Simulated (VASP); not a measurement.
Write the native input for VASP 6.6.1 that does the following.

| Property | Result |
| --- | --- |
| Task | single point |
| Functional | PBE |
| Potentials or basis | VASP PAW PBE potentials, release 64 (Hf_pv, C) |
| Cutoff | 520 eV |
| k mesh | 18 × 18 × 10 |
| Occupations | gaussian, width 0.1 eV |
| Spin | no spin polarisation |
| Dipole correction | no |
| Further INCAR settings | ALGO = Normal; EDIFF = 1e-06; NBANDS = 22 |

The structure of HfC lies in POSCAR:

```
HfC
1.0
    3.3259011673      0.0000000000      0.0000000000
   -1.6629505837      2.8803149014      0.0000000000
    0.0000000000      0.0000000000      5.2416096109
Hf C
2 2
Direct
    0.3333333333      0.6666666667      0.2500000000
    0.6666666667      0.3333333333      0.7500000000
    0.0000000000      0.0000000000      0.0000000000
    0.0000000000      0.0000000000      0.5000000000
```

The input as run:

INCAR

```
PREC = Accurate
ENCUT = 520
EDIFF = 1E-6
ISMEAR = 0
SIGMA = 0.1
LREAL = F
LASPH = T
NELM = 60
ALGO = Normal
ISIF = 2
LWAVE = F
LCHARG = F
GGA = PE
NBANDS = 22
```

KPOINTS

```
regular mesh
0
Gamma
  18 18 10
```

Potentials or basis: VASP PAW PBE potentials, release 64 (Hf_pv, C).

Launch:

```sh
$ cat potpaw_PBE.64/Hf_pv/POTCAR potpaw_PBE.64/C/POTCAR > POTCAR
$ mpirun -np 1 vasp_std > vasp.out
```

It gave:

```json
{
  "Pressure": "-0.7 GPa",
  "Band gap on the k mesh": "zero (bands 14 and 15 overlap by 1.28 eV)"
}
```

Caveat: spin-orbit coupling is left out, which moves the levels of the heavy elements.

Wall time 7.2 min on 1 thread of AMD EPYC 7R43 64-Core Processor (Zen 3), with other jobs on the host, peak memory 0.3 GiB.
